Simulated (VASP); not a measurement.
# La3YO6 (P3m1) in VASP: a series of runs

Aim: see how the results for La3YO6 move with the level of theory and the settings. Levels: PBE, PBEsol, r2SCAN. Tasks: single point.

Program: VASP 6.6.1. These are calculated values, not measurements. Logs are shortened: lines on timing, memory, paths and dates and some standing lists are left out, and cuts for length are marked.

**1. The cell of the first run**

The structure is trigonal, space group P3m1 (No. 156). Conventional cell: a = 3.880 Å, b = 3.880 Å, c = 12.227 Å, α = 90.00°, β = 90.00°, γ = 120.00°. Within 3.1 Å of La (site symmetry 3m) lie 7 O at 2.33 to 2.78 Å. Within 3.1 Å of La (site symmetry 3m) lie 7 O at 2.36 to 2.68 Å. Within 3.1 Å of La (site symmetry 3m) lie 7 O at 2.36 to 2.66 Å. Y (site symmetry 3m) has 7 O at 2.23 to 2.69 Å within 3.0 Å. Within 3.0 Å of O (site symmetry 3m) lie 1 Y at 2.23 Å and 3 La at 2.36 Å and 3 O at 2.85 Å. O (site symmetry 3m) has 4 La at 2.36 to 2.44 Å and 6 O at 2.88 to 3.13 Å within 3.2 Å. Within 3.0 Å of O (site symmetry 3m) lie 3 Y at 2.29 Å and 1 La at 2.51 Å and 6 O at 2.85 to 2.98 Å. O (site symmetry 3m) has 4 La at 2.33 to 2.56 Å and 6 O at 2.88 to 3.20 Å within 3.2 Å.

**2. Single point, PBE**

File INCAR:

```
SYSTEM = La3YO6
PREC = Accurate
ENCUT = 520
EDIFF = 1E-6
ISMEAR = 0
SIGMA = 0.02
LREAL = .False.
LASPH = .True.
NELM = 60
ALGO = Normal
ISIF = 2
LWAVE = .False.
LCHARG = .True.
GGA = PE
LELF = .True.
LVHAR = .True.
NBANDS = 51
```

File KPOINTS:

```
Automatic mesh
0
Gamma
  6 6 2
  0 0 0
```

File POSCAR:

```
La3YO6
1.0
    3.8800151224      0.0000000000      0.0000000000
   -1.9400075612      3.3601916630      0.0000000000
    0.0000000000      0.0000000000     12.2272742087
La Y O
3 1 6
Direct
    0.6666666667      0.3333333333      0.8725629298
    0.3333333333      0.6666666667      0.1277337649
    0.3333333333      0.6666666667      0.6115755110
    0.6666666667      0.3333333333      0.3713903223
    0.6666666667      0.3333333333      0.1887829863
    0.6666666667      0.3333333333      0.6726961281
    0.3333333333      0.6666666667      0.3328522973
    0.3333333333      0.6666666667      0.8211547353
    0.0000000000      0.0000000000      0.0076182536
    0.0000000000      0.0000000000      0.4936330713
```

Potentials or basis: VASP PAW PBE potentials, release 64 (La, Y_sv, O).

The run is started by

```
$ cat potpaw_PBE.64/La/POTCAR potpaw_PBE.64/Y_sv/POTCAR potpaw_PBE.64/O/POTCAR > POTCAR
$ mpirun -np 1 vasp_std > vasp.out
```

OUTCAR:

```text
SYSTEM = La3YO6
   PREC = Accurate
   ENCUT = 520
   EDIFF = 1E-6
   ISMEAR = 0
   LREAL = .False.
   LASPH = .True.
   NELM = 60
   ISIF = 2
   GGA = PE

 ion  position               nearest neighbor table
   1  0.667  0.333  0.873-   8 2.33   8 2.33   8 2.33   6 2.44   9 2.78   9 2.78   9 2.78
   2  0.333  0.667  0.128-   5 2.36   5 2.36   5 2.36   7 2.51   9 2.68   9 2.68   9 2.68   4 3.73
                             4 3.73   4 3.73
   3  0.333  0.667  0.612-   6 2.36   6 2.36   6 2.36   8 2.56  10 2.66  10 2.66  10 2.66   4 3.69
                             4 3.69   4 3.69
   4  0.667  0.333  0.371-   5 2.23   7 2.29   7 2.29   7 2.29  10 2.69  10 2.69  10 2.69   3 3.69
                             3 3.69   3 3.69   2 3.73   2 3.73   2 3.73
   5  0.667  0.333  0.189-   4 2.23   2 2.36   2 2.36   2 2.36
   6  0.667  0.333  0.673-   3 2.36   3 2.36   3 2.36   1 2.44
   7  0.333  0.667  0.333-   4 2.29   4 2.29   4 2.29   2 2.51
   8  0.333  0.667  0.821-   1 2.33   1 2.33   1 2.33   3 2.56
   9  0.000  0.000  0.008-   2 2.68   2 2.68   2 2.68   1 2.78   1 2.78   1 2.78
  10  0.000  0.000  0.494-   3 2.66   3 2.66   3 2.66   4 2.69   4 2.69   4 2.69

  LATTYP: Found a hexagonal cell.
 ALAT       =     3.8800151224
 C/A-ratio  =     3.1513470497

  Lattice vectors:

 A1 = (   3.8800151224,   0.0000000000,   0.0000000000)
 A2 = (  -1.9400075612,   3.3601916630,   0.0000000000)
 A3 = (   0.0000000000,   0.0000000000,  12.2272742087)

Analysis of symmetry for initial positions (statically):
=====================================================================
 Subroutine PRICEL returns:
 Original cell was already a primitive cell.

 Routine SETGRP: Setting up the symmetry group for a
 hexagonal supercell.

 Subroutine GETGRP returns: Found  6 space group operations
 (whereof  6 operations were pure point group operations)
 out of a pool of 24 trial point group operations.

The static configuration has the point symmetry C_3v.

Analysis of symmetry for dynamics (positions and initial velocities):
=====================================================================
 Subroutine PRICEL returns:
 Original cell was already a primitive cell.

 Routine SETGRP: Setting up the symmetry group for a
 hexagonal supercell.

 Subroutine GETGRP returns: Found  6 space group operations
 (whereof  6 operations were pure point group operations)
 out of a pool of 24 trial point group operations.

The dynamic configuration has the point symmetry C_3v.

 Subroutine INISYM returns: Found  6 space group operations
 (whereof  6 operations are pure point group operations),
 and found     1 'primitive' translations

----------------------------------------------------------------------------------------

                                     Primitive cell

  volume of cell :     159.4142

  direct lattice vectors                    reciprocal lattice vectors
     3.880015122  0.000000000  0.000000000     0.257730954  0.148801036  0.000000000
    -1.940007561  3.360191663  0.000000000     0.000000000  0.297602072  0.000000000
     0.000000000  0.000000000 12.227274209     0.000000000  0.000000000  0.081784377

  length of vectors
     3.880015122  3.880015122 12.227274209     0.297602072  0.297602072  0.081784377

  position of ions in fractional coordinates (direct lattice)
     0.666666667  0.333333333  0.872562930
     0.333333333  0.666666667  0.127733765
     0.333333333  0.666666667  0.611575511
     0.666666667  0.333333333  0.371390322
     0.666666667  0.333333333  0.188782986
     0.666666667  0.333333333  0.672696128
     0.333333333  0.666666667  0.332852297
     0.333333333  0.666666667  0.821154735
     0.000000000  0.000000000  0.007618254
     0.000000000  0.000000000  0.493633071

  ion indices of the primitive-cell ions
   primitive index   ion index
                 1           1
                 2           2
                 3           3
                 4           4
                 5           5
                 6           6
                 7           7
                 8           8
                 9           9
                10          10

----------------------------------------------------------------------------------------

 KPOINTS: Automatic mesh

Automatic generation of k-mesh.
 Grid dimensions read from file:
 generate k-points for:    6    6    2

 Generating k-lattice:

  Cartesian coordinates                     Fractional coordinates (reciprocal lattice)
     0.042955159  0.024800173  0.000000000     0.166666667  0.000000000  0.000000000
     0.000000000  0.049600345  0.000000000     0.000000000  0.166666667  0.000000000
     0.000000000  0.000000000  0.040892188     0.000000000  0.000000000  0.500000000

  Length of vectors
     0.049600345  0.049600345  0.040892188

  Shift w.r.t. Gamma in fractional coordinates (k-lattice)
     0.000000000  0.000000000  0.000000000

 Subroutine IBZKPT returns following result:
 ===========================================

 Found     14 irreducible k-points:

 Following reciprocal coordinates:
            Coordinates               Weight
  0.000000  0.000000  0.000000      1.000000
  0.166667  0.000000  0.000000      6.000000
  0.333333 -0.000000  0.000000      6.000000
  0.500000  0.000000  0.000000      3.000000
  0.166667  0.166667  0.000000      6.000000
  0.333333  0.166667  0.000000     12.000000
  0.333333  0.333333  0.000000      2.000000
  0.000000  0.000000  0.500000      1.000000
  0.166667  0.000000  0.500000      6.000000
  0.333333 -0.000000  0.500000      6.000000
  0.500000  0.000000  0.500000      3.000000
  0.166667  0.166667  0.500000      6.000000
  0.333333  0.166667  0.500000     12.000000
  0.333333  0.333333  0.500000      2.000000
   k-points           NKPTS =     14   k-points in BZ     NKDIM =     14   number of bands    NBANDS=     51
   number of dos      NEDOS =    301   number of ions     NIONS =     10
   total plane-waves  NPLWV =  86400
   dimension x,y,z NGX =    30 NGY =   30 NGZ =   96
   dimension x,y,z NGXF=    60 NGYF=   60 NGZF=  192
   ions per type =               3   1   6
   NGX,Y,Z   is equivalent  to a cutoff of  12.85, 12.85, 13.05 a.u.
   NGXF,Y,Z  is equivalent  to a cutoff of  25.71, 25.71, 26.10 a.u.
 SYSTEM =  La3YO6
   PREC   = accura    normal or accurate (medium, high low for compatibility)
   ISTART =      0    job   : 0-new  1-cont  2-samecut
   ICHARG =      2    charge: 1-file 2-atom 10-const
   ISPIN  =      1    spin polarized calculation?
   LNONCOLLINEAR =      F non collinear calculations
   LSORBIT =      F    spin-orbit coupling
   LASPH  =      T    aspherical Exc in radial PAW
   ENCUT  =  520.0 eV  38.22 Ry    6.18 a.u.   7.21  7.21 22.73*2*pi/ulx,y,z
   NELM   =     60;   NELMIN=  2; NELMDL= -5     # of ELM steps
   EDIFF  = 0.1E-05   stopping-criterion for ELM
   LREAL  =      F    real-space projection
   EDIFFG = 0.1E-04   stopping-criterion for IOM
   NSW    =      0    number of steps for IOM
   IBRION =     -1    ionic relax: 0-MD 1-quasi-New 2-CG
   NFREE  =      0    steps in history (QN), initial steepest desc. (CG)
   ISIF   =      2    stress and relaxation
   ISYM   =      2    0-nonsym 1-usesym 2-fastsym
   POTIM  = 0.5000    time-step for ionic-motion
   TEBEG  =    0.0;   TEEND  =   0.0 temperature during run
   PSTRESS=    0.0 pullay stress
   NELECT =      80.0000    total number of electrons
   NUPDOWN=      -1.0000    fix difference up-down
   EMIN   =  10.00;   EMAX   =-10.00  energy-range for DOS
   EFERMI =   0.00;   METHOD = LEGACY
   ISMEAR =     0;   SIGMA  =   0.02  broadening in eV -4-tet -1-fermi 0-gaus
   EFERMI_NEDOS =   21; number of points for ismear=-14 and -15
   IALGO  =     38    algorithm
   IMIX   =      4    mixing-type and parameters
     AMIX     =   0.40;   BMIX     =  1.00
     AMIX_MAG =   1.60;   BMIX_MAG =  1.00
  volume/ion in A,a.u.               =      15.94       107.58
  Fermi-wavevector in a.u.,A,eV,Ry     =   1.300956  2.458449 23.027661  1.692485
  Thomas-Fermi vector in A             =   2.432121
   LORBIT       =      0    0 simple, 1 ext, 2 COOP (PROOUT), +10 PAW based schemes
   GGA     = PE    functional components
   LHFCALC =     F    Hartree Fock is set to
   AEXX    =    0.0000 exact exchange contribution
   IVDW    =     0    specifies the selected vdW correction
   LEPSILON=     F    determine dielectric tensor
   LRPA    =     F    only Hartree local field effects (RPA)
 non-spin polarized calculation
 Gauss-broadening in eV      SIGMA  =   0.02
  energy-cutoff  :      520.00
  volume of cell :      159.41
 maximum number of plane-waves:      4306
 NGX is ok and might be reduce to    30
   NGX = 15   NGY = 15   NGZ = 45

 number of electron      79.9999985 magnetization

 Free energy of the ion-electron system (eV)
  ---------------------------------------------------
  ext. energy  EPLUGINS =         0.00000000
  ---------------------------------------------------
  free energy    TOTEN  =       -85.23630495 eV

  energy without entropy =      -85.23630495  energy(sigma->0) =      -85.23630495

 E-fermi :   5.1621     XC(G=0): -10.4743

 val. band max:        5.0465885083   @ k =   0.1667   0.1667   0.0000
 cond. band min:       8.9582979702   @ k =   0.5000   0.0000   0.0000
 fundamental gap:      3.9117094618
 Fermi energy:         5.1620969188

 k-point     1 :       0.0000    0.0000    0.0000
  band No.  band energies     occupation
      1     -35.0941      2.00000
      2     -24.7787      2.00000
      3     -24.6646      2.00000
      4     -24.4848      2.00000
      5     -15.4709      2.00000
      6     -14.9691      2.00000
[... 43 lines left out ...]
     50      10.4728      0.00000
     51      10.5349      0.00000

 k-point     2 :       0.1667    0.0000    0.0000
  band No.  band energies     occupation
      1     -35.0884      2.00000
      2     -24.7376      2.00000
      3     -24.6267      2.00000
      4     -24.4518      2.00000
      5     -15.4584      2.00000
      6     -15.1382      2.00000
[... 43 lines left out ...]
     50      10.4476      0.00000
     51      10.5052      0.00000

 k-point     3 :       0.3333   -0.0000    0.0000
  band No.  band energies     occupation
      1     -35.0769      2.00000
      2     -24.6532      2.00000
      3     -24.5486      2.00000
      4     -24.3850      2.00000
      5     -15.4876      2.00000
      6     -15.3816      2.00000
[... 43 lines left out ...]
     50      10.4314      0.00000
     51      10.4656      0.00000
[... 487 lines left out ...]
 k-point    13 :       0.3333    0.1667    0.5000
  band No.  band energies     occupation
      1     -35.0711      2.00000
      2     -24.6103      2.00000
      3     -24.5081      2.00000
      4     -24.3514      2.00000
      5     -15.5475      2.00000
      6     -15.3940      2.00000
[... 43 lines left out ...]
     50      10.4274      0.00000
     51      10.4694      0.00000

 k-point    14 :       0.3333    0.3333    0.5000
  band No.  band energies     occupation
      1     -35.0682      2.00000
      2     -24.5889      2.00000
      3     -24.4874      2.00000
      4     -24.3346      2.00000
      5     -15.5445      2.00000
      6     -15.3940      2.00000
[... 43 lines left out ...]
     50      10.3665      0.00000
     51      10.3773      0.00000

------------------------ aborting loop because EDIFF is reached ----------------------------------------

  FORCE on cell =-STRESS in cart. coord.  units (eV):
  Direction    XX          YY          ZZ          XY          YZ          ZX
  --------------------------------------------------------------------------------------
  -------------------------------------------------------------------------------------
  Total       -0.3097515     -0.3097515     -0.2336052      0.0000000      0.0000000      0.0000000
  in kB       -3.1131269     -3.1131269     -2.3478261      0.0000000      0.0000000      0.0000000
  external PRESSURE =      -2.8580266 kB  Pullay stress =       0.0000000 kB

 VOLUME and BASIS-vectors are now :
 -----------------------------------------------------------------------------
  energy-cutoff  :      520.00
  volume of cell :      159.41
      direct lattice vectors                 reciprocal lattice vectors
     3.880015122  0.000000000  0.000000000     0.257730954  0.148801036  0.000000000
    -1.940007561  3.360191663  0.000000000     0.000000000  0.297602072  0.000000000
     0.000000000  0.000000000 12.227274209     0.000000000  0.000000000  0.081784377

 POSITION                                       TOTAL-FORCE (eV/Angst)
 -----------------------------------------------------------------------------------
      1.94001      1.12006     10.66907        -0.000000      0.000000     -0.025033
     -0.00000      2.24013      1.56184        -0.000000      0.000000      0.015820
     -0.00000      2.24013      7.47790         0.000000     -0.000000      0.021281
      1.94001      1.12006      4.54109        -0.000000     -0.000000      0.003734
      1.94001      1.12006      2.30830        -0.000000      0.000000     -0.024197
      1.94001      1.12006      8.22524         0.000000     -0.000000     -0.005285
     -0.00000      2.24013      4.06988         0.000000      0.000000     -0.002130
     -0.00000      2.24013     10.04048         0.000000      0.000000      0.008800
      0.00000      0.00000      0.09315         0.000000     -0.000000     -0.000286
      0.00000      0.00000      6.03579         0.000000      0.000000      0.007296
 -----------------------------------------------------------------------------------
    total drift:                                0.000000      0.000000     -0.000452

  FREE ENERGIE OF THE ION-ELECTRON SYSTEM (eV)
  ---------------------------------------------------
  free  energy   TOTEN  =       -85.2363049488 eV

  energy  without entropy=      -85.2363049488  energy(sigma->0) =      -85.23630495
```

It took 7.5 min on 1 thread of Intel Xeon Platinum 8375C at 2.90GHz (Ice Lake), shared host; peak memory 0.34 GiB.

What came out:

```
Free energy            : -85.2363 eV
Pressure               : -0.3 GPa
Largest force          : 0.025 eV/Å
Band gap on the k mesh : 3.91 eV (least direct gap 3.97 eV)
```

Forces in eV/Å, atoms in the order of the input:
```
La   0.000  0.000 -0.025
La   0.000  0.000  0.016
La   0.000  0.000  0.021
Y    0.000  0.000  0.004
O    0.000  0.000 -0.024
O    0.000  0.000 -0.005
O    0.000  0.000 -0.002
O    0.000  0.000  0.009
O    0.000  0.000  0.000
O    0.000  0.000  0.007
```

Stress tensor (GPa, compression positive):
```
-0.31  0.00  0.00
 0.00 -0.31  0.00
 0.00  0.00 -0.23
```

Caveat: spin-orbit coupling is left out, which moves the levels of the heavy elements.

**3. Single point, PBEsol**

File INCAR:

```
SYSTEM = La3YO6
ALGO = Normal
EDIFF = 1E-6
ENCUT = 520
GGA = PS
ISIF = 2
ISMEAR = 0
LASPH = .TRUE.
LCHARG = .FALSE.
LREAL = .FALSE.
LWAVE = .FALSE.
NBANDS = 51
NELM = 60
PREC = Accurate
SIGMA = 0.02
```

File KPOINTS:

```
k-points
0
G
  6 6 2
  0 0 0
```

POSCAR is that of step 2.

Potentials or basis: VASP PAW PBE potentials, release 64 (La, Y_sv, O).

The run is started by

```
$ cat potpaw_PBE.64/La/POTCAR potpaw_PBE.64/Y_sv/POTCAR potpaw_PBE.64/O/POTCAR > POTCAR
$ mpirun -np 1 vasp_std > vasp.out
```

Run time: 8.7 min. Hardware: 1 thread of Intel Xeon Platinum 8375C at 2.90GHz (Ice Lake), shared host; peak memory 0.35 GiB.

Results (log left out):

```yaml
Free_energy: -88.9180 eV
Pressure: -5.1 GPa
Largest_force: 0.141 eV/Å
Band_gap_on_the_k_mesh: 3.86 eV (least direct gap 3.91 eV)
```

Forces in eV/Å, atoms in the order of the input:
```
La   0.000  0.000 -0.141
La   0.000  0.000  0.120
La   0.000  0.000  0.101
Y    0.000  0.000 -0.119
O    0.000  0.000 -0.009
O    0.000  0.000 -0.002
O    0.000  0.000 -0.023
O    0.000  0.000  0.009
O    0.000  0.000  0.018
O    0.000  0.000  0.046
```

Stress tensor (GPa, compression positive):
```
-5.12  0.00  0.00
 0.00 -5.12  0.00
 0.00  0.00 -4.97
```

Levels at points of the mesh, in eV from the valence-band top:
| k point | band 38 | band 39 | band 40 | band 41 | band 42 | band 43 |
| --- | --- | --- | --- | --- | --- | --- |
| (0.00, 0.00, 0.00) | -0.23 | -0.23 | 0.00 | 4.29 | 4.72 | 4.72 |
| (0.50, 0.00, 0.00) | -0.35 | -0.23 | -0.06 | 3.86 | 4.63 | 4.72 |
| (0.00, 0.00, 0.50) | -0.23 | -0.23 | -0.21 | 4.39 | 4.62 | 4.75 |
| (0.50, 0.00, 0.50) | -0.31 | -0.21 | -0.20 | 3.97 | 4.41 | 4.80 |

Caveat: the cell stands under tension; the PAW data sets were made with another functional, which shifts forces and pressure a little; spin-orbit coupling is left out, which moves the levels of the heavy elements.

(Part 1 of 2 ends here.)
